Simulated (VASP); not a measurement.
A run of VASP 6.6.1 is set up as follows.

File INCAR:

```
GGA      = MK             # functional
LUSE_VDW = T            
AGGAC    = 0.0          
PARAM1   = 0.1234       
PARAM2   = 1.0          
ISMEAR   = 2              # smearing method
SIGMA    = 0.05           # smearing width, eV
LWAVE    = F              # write WAVECAR
LCHARG   = F              # write CHGCAR
ISIF     = 2              # what is computed and relaxed
PREC     = Accurate       # precision mode
LASPH    = T              # aspherical terms in the spheres
LREAL    = F              # projectors in reciprocal space
ALGO     = Normal         # electronic algorithm
EDIFF    = 1E-6           # SCF threshold, eV
NELM     = 120            # most SCF steps
GGA_COMPAT= F            
ENCUT    = 600            # plane-wave cutoff, eV
NBANDS   = 23             # bands
ADDGRID  = F
```

File KPOINTS:

```
Automatic mesh
0
Gamma
  27 27 27
  0 0 0
```

The input POSCAR:

```
Ir
1.0
    0.0000000000      1.9156000000      1.9347560000
    1.9156000000      0.0000000000      1.9347560000
    1.9156000000      1.9156000000      0.0000000000
Ir
1
Direct
    0.0000000000      0.0000000000      0.0000000000
```

Potentials or basis: VASP PAW PBE potentials, release 64 (Ir).

Command:

```bash
$ cat potpaw_PBE.64/Ir/POTCAR > POTCAR
$ mpirun -np 1 vasp_std > vasp.out
```

(1) Predict the pressure.

## Answers

(1) 5.0 GPa.

Caveat: the cell differs from its parent crystal (cell strained by +1.0% along z); the cell stands under pressure; the PAW data sets were made with another functional, which shifts forces and pressure a little.
